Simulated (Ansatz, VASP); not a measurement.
## C in VASP and in Ansatz

```
C
1.0
    -2.46466    0.00000    0.00000
     0.00000    0.00000   -3.57197
     0.00000   -4.26892    0.00000
C
4
Direct
  0.50000 0.00000 0.16104
  0.00000 0.00000 0.64980
  0.00000 0.00000 0.33896
  0.50000 0.00000 0.85020
```

Change from the starting cell: mode 8 frozen in at -0.024 Å and mode 12 at +0.048 Å (largest displacements).

Alike in both runs: task single point; functional PBE; dispersion D3(BJ); k mesh 18 × 12 × 10; occupations gaussian, width 0.15 eV; no spin polarisation.

|  | VASP | Ansatz |
| --- | --- | --- |
| version | VASP 6.6.1 | Ansatz 0.2.0 |
| potentials or method | VASP PAW PBE potentials, release 64 (C), cutoff 520 eV | scalar-relativistic, plane waves, PAW |
| valence electrons in the cell | 16 | 16 |

|  | VASP | Ansatz | Ansatz less VASP |
| --- | --- | --- | --- |
| gap on the k mesh at the Fermi level (eV) | none | none | - |
| pressure (GPa) | 5.2 | 4.8 | -0.35 |
| traceless stress, the component that is largest in VASP (GPa) | 13.13 | 12.77 | -0.363 |
| rms of the force components (eV/Å) | 3.450 | 3.444 | -0.0068 |

Atom by atom the forces differ by 0.007 eV/Å (rms over components). A gap of «none» marks a metal or a gap that the smearing closes.
